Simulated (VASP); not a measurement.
# InAs (I-4m2) in VASP: further runs

The runs below take InAs through single point, with PBE.

Program: VASP 6.6.1. These are calculated values, not measurements. Logs are shortened: lines on timing, memory, paths and dates and some standing lists are left out, and cuts for length are marked.

## (1) The cell of the first run

Symmetry: I-4m2, No. 119, tetragonal system. The conventional cell has a = 4.243 Å, b = 4.243 Å, c = 6.372 Å, α = 90.00°, β = 90.00°, γ = 90.00°. Within 3.5 Å of In (site symmetry -4m2) lie 4 As at 2.65 Å. Within 3.5 Å of As (site symmetry -4m2) lie 4 In at 2.65 Å.

## (2) Single point, PBE (strain -0.030 along x and y, +0.030 along z)

The input, INCAR:

```
PREC = Accurate
ENCUT = 520
EDIFF = 1E-7
ISMEAR = 0
SIGMA = 0.15
LREAL = F
LASPH = T
NELM = 60
ALGO = Normal
ISIF = 2
LWAVE = F
LCHARG = T
GGA = PE
LELF = T
LVHAR = T
NBANDS = 16
```

The input, KPOINTS:

```
Automatic mesh
0
Gamma
  16 16 16
```

The input, POSCAR:

```
InAs
1.0
    0.0000000000      3.0005782682      3.1861810476
    3.0005782682      0.0000000000      3.1861810476
    3.0005782682      3.0005782682      0.0000000000
In As
1 1
Direct
    0.0000000000      0.0000000000      0.0000000000
    0.7500000000      0.7500000000      0.7500000000
```

Potentials or basis: VASP PAW PBE potentials, release 64 (In_d, As).

Started as:

```sh
$ cat potpaw_PBE.64/In_d/POTCAR potpaw_PBE.64/As/POTCAR > POTCAR
$ mpirun -np 1 vasp_std > vasp.out
```

OUTCAR:

```text
PREC = Accurate
   ENCUT = 520
   EDIFF = 1E-7
   ISMEAR = 0
   LREAL = F
   LASPH = T
   NELM = 60
   ISIF = 2
   GGA = PE

 ion  position               nearest neighbor table
   1  0.000  0.000  0.000-   2 2.65   2 2.65   2 2.65   2 2.65
   2  0.750  0.750  0.750-   1 2.65   1 2.65   1 2.65   1 2.65

  LATTYP: Found a body centered tetragonal cell.
 ALAT       =     4.2434584819
 C/A-ratio  =     1.5016906899

  Lattice vectors:

 A1 = (  -3.0005782682,   0.0000000000,   3.1861810476)
 A2 = (   3.0005782682,   0.0000000000,   3.1861810476)
 A3 = (   0.0000000000,   3.0005782682,  -3.1861810476)

Analysis of symmetry for initial positions (statically):
=====================================================================
 Subroutine PRICEL returns:
 Original cell was already a primitive cell.

 Routine SETGRP: Setting up the symmetry group for a
 body centered tetragonal supercell.

 Subroutine GETGRP returns: Found  8 space group operations
 (whereof  8 operations were pure point group operations)
 out of a pool of 16 trial point group operations.

The static configuration has the point symmetry D_2d.

Analysis of symmetry for dynamics (positions and initial velocities):
=====================================================================
 Subroutine PRICEL returns:
 Original cell was already a primitive cell.

 Routine SETGRP: Setting up the symmetry group for a
 body centered tetragonal supercell.

 Subroutine GETGRP returns: Found  8 space group operations
 (whereof  8 operations were pure point group operations)
 out of a pool of 16 trial point group operations.

The dynamic configuration has the point symmetry D_2d.

 Subroutine INISYM returns: Found  8 space group operations
 (whereof  8 operations are pure point group operations),
 and found     1 'primitive' translations

----------------------------------------------------------------------------------------

                                     Primitive cell

  volume of cell :      57.3734

  direct lattice vectors                    reciprocal lattice vectors
     0.000000000  3.000578268  3.186181048    -0.166634547  0.166634547  0.156927680
     3.000578268  0.000000000  3.186181048     0.166634547 -0.166634547  0.156927680
     3.000578268  3.000578268  0.000000000     0.166634547  0.166634547 -0.156927680

  length of vectors
     4.376667638  4.376667638  4.243458482     0.283126193  0.283126193  0.283126193

  position of ions in fractional coordinates (direct lattice)
     0.000000000  0.000000000  0.000000000
     0.750000000  0.750000000  0.750000000

  ion indices of the primitive-cell ions
   primitive index   ion index
                 1           1
                 2           2

----------------------------------------------------------------------------------------

 KPOINTS: Automatic mesh

Automatic generation of k-mesh.
 Grid dimensions read from file:
 generate k-points for:   16   16   16

 Generating k-lattice:

  Cartesian coordinates                     Fractional coordinates (reciprocal lattice)
    -0.010414659  0.010414659  0.009807980     0.062500000  0.000000000  0.000000000
     0.010414659 -0.010414659  0.009807980     0.000000000  0.062500000  0.000000000
     0.010414659  0.010414659 -0.009807980     0.000000000  0.000000000  0.062500000

  Length of vectors
     0.017695387  0.017695387  0.017695387

  Shift w.r.t. Gamma in fractional coordinates (k-lattice)
     0.000000000  0.000000000  0.000000000

 Subroutine IBZKPT returns following result:
 ===========================================

 Found    349 irreducible k-points:

 Following reciprocal coordinates:
            Coordinates               Weight
  0.000000  0.000000  0.000000      1.000000
  0.062500 -0.000000  0.000000      8.000000
  0.125000 -0.000000  0.000000      8.000000
  0.187500  0.000000  0.000000      8.000000
  0.250000 -0.000000  0.000000      8.000000
  0.312500 -0.000000  0.000000      8.000000
[... 16 lines left out ...]
 -0.125000  0.062500  0.000000      8.000000
 -0.062500  0.062500  0.000000      4.000000
 [... further k-points ...]
   k-points           NKPTS =    349   k-points in BZ     NKDIM =    349   number of bands    NBANDS=     16
   number of dos      NEDOS =    301   number of ions     NIONS =      2
   total plane-waves  NPLWV =  41472
   dimension x,y,z NGX =    36 NGY =   36 NGZ =   32
   dimension x,y,z NGXF=    72 NGYF=   72 NGZF=   64
   ions per type =               1   1
   NGX,Y,Z   is equivalent  to a cutoff of  13.67, 13.67, 12.54 a.u.
   NGXF,Y,Z  is equivalent  to a cutoff of  27.35, 27.35, 25.07 a.u.
 SYSTEM =  unknown system
   PREC   = accura    normal or accurate (medium, high low for compatibility)
   ISTART =      0    job   : 0-new  1-cont  2-samecut
   ICHARG =      2    charge: 1-file 2-atom 10-const
   ISPIN  =      1    spin polarized calculation?
   LNONCOLLINEAR =      F non collinear calculations
   LSORBIT =      F    spin-orbit coupling
   LASPH  =      T    aspherical Exc in radial PAW
   ENCUT  =  520.0 eV  38.22 Ry    6.18 a.u.   8.14  8.14  7.89*2*pi/ulx,y,z
   NELM   =     60;   NELMIN=  2; NELMDL= -5     # of ELM steps
   EDIFF  = 0.1E-06   stopping-criterion for ELM
   LREAL  =      F    real-space projection
   EDIFFG = 0.1E-05   stopping-criterion for IOM
   NSW    =      0    number of steps for IOM
   IBRION =     -1    ionic relax: 0-MD 1-quasi-New 2-CG
   NFREE  =      0    steps in history (QN), initial steepest desc. (CG)
   ISIF   =      2    stress and relaxation
   ISYM   =      2    0-nonsym 1-usesym 2-fastsym
   POTIM  = 0.5000    time-step for ionic-motion
   TEBEG  =    0.0;   TEEND  =   0.0 temperature during run
   PSTRESS=    0.0 pullay stress
   NELECT =      18.0000    total number of electrons
   NUPDOWN=      -1.0000    fix difference up-down
   EMIN   =  10.00;   EMAX   =-10.00  energy-range for DOS
   EFERMI =   0.00;   METHOD = LEGACY
   ISMEAR =     0;   SIGMA  =   0.15  broadening in eV -4-tet -1-fermi 0-gaus
   EFERMI_NEDOS =   21; number of points for ismear=-14 and -15
   IALGO  =     38    algorithm
   IMIX   =      4    mixing-type and parameters
     AMIX     =   0.40;   BMIX     =  1.00
     AMIX_MAG =   1.60;   BMIX_MAG =  1.00
  volume/ion in A,a.u.               =      28.69       193.59
  Fermi-wavevector in a.u.,A,eV,Ry     =   1.112403  2.102137 16.836404  1.237441
  Thomas-Fermi vector in A             =   2.248977
   LORBIT       =      0    0 simple, 1 ext, 2 COOP (PROOUT), +10 PAW based schemes
   GGA     = PE    functional components
   LHFCALC =     F    Hartree Fock is set to
   AEXX    =    0.0000 exact exchange contribution
   IVDW    =     0    specifies the selected vdW correction
   LEPSILON=     F    determine dielectric tensor
   LRPA    =     F    only Hartree local field effects (RPA)
 non-spin polarized calculation
 Gauss-broadening in eV      SIGMA  =   0.15
  energy-cutoff  :      520.00
  volume of cell :       57.37
 maximum number of plane-waves:      1572
 NGX is ok and might be reduce to    36
   NGX = 17   NGY = 17   NGZ = 15

 number of electron      18.0000001 magnetization

 Free energy of the ion-electron system (eV)
  ---------------------------------------------------
  ext. energy  EPLUGINS =         0.00000000
  ---------------------------------------------------
  free energy    TOTEN  =        -7.69484411 eV

  energy without entropy =       -7.69473138  energy(sigma->0) =       -7.69478775

 E-fermi :   4.3678     XC(G=0):  -8.9349

 val. band max:        4.2392908563   @ k =   0.0000   0.0000   0.0000
 cond. band min:       4.6718670979   @ k =   0.0625  -0.0000   0.0000
 fundamental gap:      0.4325762416
 Fermi energy:         4.3677767861

 k-point     1 :       0.0000    0.0000    0.0000
  band No.  band energies     occupation
      1     -10.1976      2.00000
      2     -10.1751      2.00000
      3     -10.1751      2.00000
      4     -10.0780      2.00000
      5     -10.0689      2.00000
      6      -7.4808      2.00000
[... 8 lines left out ...]
     15      13.1516      0.00000
     16      13.8096      0.00000

 k-point     2 :       0.0625   -0.0000    0.0000
  band No.  band energies     occupation
      1     -10.1981      2.00000
      2     -10.1777      2.00000
      3     -10.1739      2.00000
      4     -10.0783      2.00000
      5     -10.0687      2.00000
      6      -7.4427      2.00000
[... 8 lines left out ...]
     15      12.8361      0.00000
     16      13.7749      0.00000

 k-point     3 :       0.1250   -0.0000    0.0000
  band No.  band energies     occupation
      1     -10.2037      2.00000
      2     -10.1805      2.00000
      3     -10.1703      2.00000
      4     -10.0787      2.00000
      5     -10.0681      2.00000
      6      -7.3305      2.00000
[... 8 lines left out ...]
     15      12.5999      0.00000
     16      13.2402      0.00000

 k-point     4 :       0.1875    0.0000    0.0000
  band No.  band energies     occupation
      1     -10.2187      2.00000
      2     -10.1780      2.00000
      3     -10.1652      2.00000
      4     -10.0792      2.00000
      5     -10.0668      2.00000
      6      -7.1515      2.00000
[... 8 lines left out ...]
     15      12.8406      0.00000
     16      12.8905      0.00000
[... 324 lines left out ...]
 k-point    22 :      -0.1875    0.0625    0.0000
  band No.  band energies     occupation
      1     -10.2256      2.00000
      2     -10.1770      2.00000
      3     -10.1636      2.00000
      4     -10.0815      2.00000
      5     -10.0646      2.00000
      6      -7.0396      2.00000
[... 8 lines left out ...]
     15      12.5866      0.00000
     16      13.0984      0.00000

 k-point    23 :      -0.1250    0.0625    0.0000
  band No.  band energies     occupation
      1     -10.2055      2.00000
      2     -10.1842      2.00000
      3     -10.1688      2.00000
      4     -10.0806      2.00000
      5     -10.0665      2.00000
      6      -7.2390      2.00000
[... 8 lines left out ...]
     15      12.6831      0.00000
     16      13.0775      0.00000

 k-point    24 :      -0.0625    0.0625    0.0000
  band No.  band energies     occupation
      1     -10.1919      2.00000
      2     -10.1883      2.00000
      3     -10.1725      2.00000
      4     -10.0794      2.00000
      5     -10.0678      2.00000
      6      -7.3764      2.00000
[... 8 lines left out ...]
     15      13.1326      0.00000
     16      13.1567      0.00000

 [... further k-points ...]
[... 5 lines left out ...]
  --------------------------------------------------------------------------------------
  -------------------------------------------------------------------------------------
  Total        0.8469844      0.8469844      0.0505653      0.0000000      0.0000000     -0.0000000
  in kB       23.6524229     23.6524229      1.4120595      0.0000000      0.0000000     -0.0000000
  external PRESSURE =      16.2389684 kB  Pullay stress =       0.0000000 kB

 VOLUME and BASIS-vectors are now :
 -----------------------------------------------------------------------------
  energy-cutoff  :      520.00
  volume of cell :       57.37
      direct lattice vectors                 reciprocal lattice vectors
     0.000000000  3.000578268  3.186181048    -0.166634547  0.166634547  0.156927680
     3.000578268  0.000000000  3.186181048     0.166634547 -0.166634547  0.156927680
     3.000578268  3.000578268  0.000000000     0.166634547  0.166634547 -0.156927680

 POSITION                                       TOTAL-FORCE (eV/Angst)
 -----------------------------------------------------------------------------------
      0.00000      0.00000      0.00000         0.000000      0.000000     -0.000000
      4.50087      4.50087      4.77927        -0.000000     -0.000000      0.000000
 -----------------------------------------------------------------------------------
    total drift:                                0.000001      0.000001      0.000003

  FREE ENERGIE OF THE ION-ELECTRON SYSTEM (eV)
  ---------------------------------------------------
  free  energy   TOTEN  =        -7.6948441135 eV

  energy  without entropy=       -7.6947313769  energy(sigma->0) =       -7.69478775
```

Wall time 2 min (1 thread of Intel Xeon 6975P-C (Granite Rapids), shared host); peak memory 0.45 GiB.

What came out:

```
Free energy            : -7.6948 eV
Pressure               : 1.6 GPa
Band gap on the k mesh : zero (filled and empty bands touch)
```

Caveat: the cell differs from its parent crystal (strain -0.030 along x and y, +0.030 along z); semilocal functionals underestimate gaps, so a narrow gap can read as zero; spin-orbit coupling is left out, which moves the levels of the heavy elements.

## (3) Single point, PBE (strain +0.000 along x and y, -0.030 along z)

The input, INCAR:

```
PREC     = Accurate       # precision mode
ENCUT    = 520            # plane-wave cutoff, eV
EDIFF    = 1E-6           # SCF threshold, eV
ISMEAR   = 0              # smearing method
SIGMA    = 0.15           # smearing width, eV
LREAL    = False          # projectors in reciprocal space
LASPH    = True           # aspherical terms in the spheres
NELM     = 80             # most SCF steps
ALGO     = Normal         # electronic algorithm
ISIF     = 2              # what is computed and relaxed
LWAVE    = False          # write WAVECAR
LCHARG   = True           # write CHGCAR
GGA      = PE             # functional
LELF     = True           # ELF
LVHAR    = True         
NBANDS   = 16             # bands
```

KPOINTS is that of step 2.

The input, POSCAR:

```
InAs
1.0
    0.0000000000      3.0933796579      3.0005782682
    3.0933796579      0.0000000000      3.0005782682
    3.0933796579      3.0933796579      0.0000000000
In As
1 1
Direct
    0.0000000000      0.0000000000      0.0000000000
    0.7500000000      0.7500000000      0.7500000000
```

Potentials or basis: VASP PAW PBE potentials, release 64 (In_d, As).

Started as:

```sh
$ cat potpaw_PBE.64/In_d/POTCAR potpaw_PBE.64/As/POTCAR > POTCAR
$ mpirun -np 1 vasp_std > vasp.out
```

Run time: 92 s. Hardware: 1 thread of Intel Xeon 6975P-C (Granite Rapids), shared host; peak memory 0.45 GiB.

Results (log left out):

```
Free energy : -7.7072 eV
Pressure    : 1.6 GPa
```

Stress tensor (GPa, compression positive):
```
1.30 0.00 0.00
0.00 1.30 0.00
0.00 0.00 2.24
```

Levels at points of the mesh, in eV from the Fermi level:
| k point | band 7 | band 8 | band 9 | band 10 | band 11 | band 12 |
| --- | --- | --- | --- | --- | --- | --- |
| (0.00, 0.00, 0.00) | -0.57 | -0.22 | -0.22 | -0.09 | 3.68 | 3.74 |
| (0.50, 0.00, 0.00) | -5.75 | -1.20 | -1.01 | 0.69 | 4.39 | 4.58 |
| (0.50, 0.50, 0.00) | -5.74 | -2.48 | -2.48 | 1.35 | 1.70 | 8.83 |
| (0.50, 0.00, 0.50) | -5.90 | -2.32 | -2.31 | 1.48 | 1.97 | 8.67 |

Caveat: the cell differs from its parent crystal (strain +0.000 along x and y, -0.030 along z); spin-orbit coupling is left out, which moves the levels of the heavy elements.

[end of part 1 of 2]
